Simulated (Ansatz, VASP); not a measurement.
**Si2W: VASP beside Ansatz**

INCAR

```
  PREC = Accurate
  ENCUT = 520
  EDIFF = 1E-6
  ISMEAR = 1
  SIGMA = 0.1
  LREAL = F
  LASPH = T
  NELM = 60
  ALGO = Normal
  ISIF = 2
  LWAVE = F
  LCHARG = F
  NBANDS = 18
```

KPOINTS

```
regular mesh
0
Gamma
  13 13 13
```

POSCAR

```
Si2W
1.0
   -1.6210584388      1.6210584388      3.9494447289
    1.6210584388     -1.6210584388      3.9494447289
    1.6210584388      1.6210584388     -3.9494447289
Si W
2 1
Direct
    0.3347000000      0.3347000000      0.0000000000
    0.6653000000      0.6653000000      0.0000000000
    0.0000000000      0.0000000000      0.0000000000
```

Input for Ansatz:

```yaml
crystal:
  lattice:
    - [-1.6210584387806555, 1.6210584387806555, 3.94944472892173]
    - [1.6210584387806555, -1.6210584387806555, 3.94944472892173]
    - [1.6210584387806555, 1.6210584387806555, -3.94944472892173]
  atoms:
    - { symbol: Si, position: [0.3347, 0.3347, 0.0] }
    - { symbol: Si, position: [0.6653, 0.6653, 0.0] }
    - { symbol: W, position: [0.0, 0.0, 0.0] }
basis:
  ecutwfc: 420.0
kpoints:
  mp_grid:
    grid: [13, 13, 13]
hamiltonian:
  xc: lda
  pseudopotentials:
    kind: paw
scf:
  occupations:
    method: cold
    width: 0.1
output:
  stress: true
```

Alike in both runs: task single point; functional LDA; k mesh 13 × 13 × 13; no spin polarisation.

|  | VASP | Ansatz |
| --- | --- | --- |
| version | VASP 6.6.1 | Ansatz 0.2.0 |
| potentials or method | VASP PAW LDA potentials, release 64 (Si, W_sv), cutoff 520 eV | plane waves, PAW |
| occupations | methfessel-paxton of order 1, width 0.1 eV | cold, width 0.1 eV |
| valence electrons in the cell | 22 | 22 |

VASP gave:

```
pressure (GPa)                                                : -10.5
traceless stress, the component that is largest in VASP (GPa) : -0.54
```

What did Ansatz give for the same quantities?

Pressure (GPa): -11.1; traceless stress, the component that is largest in VASP (GPa): -0.58.

LDA's correlation is that of Perdew and Zunger in VASP and of Perdew and Wang (1992) in Ansatz.

Neither program's run includes spin-orbit coupling.
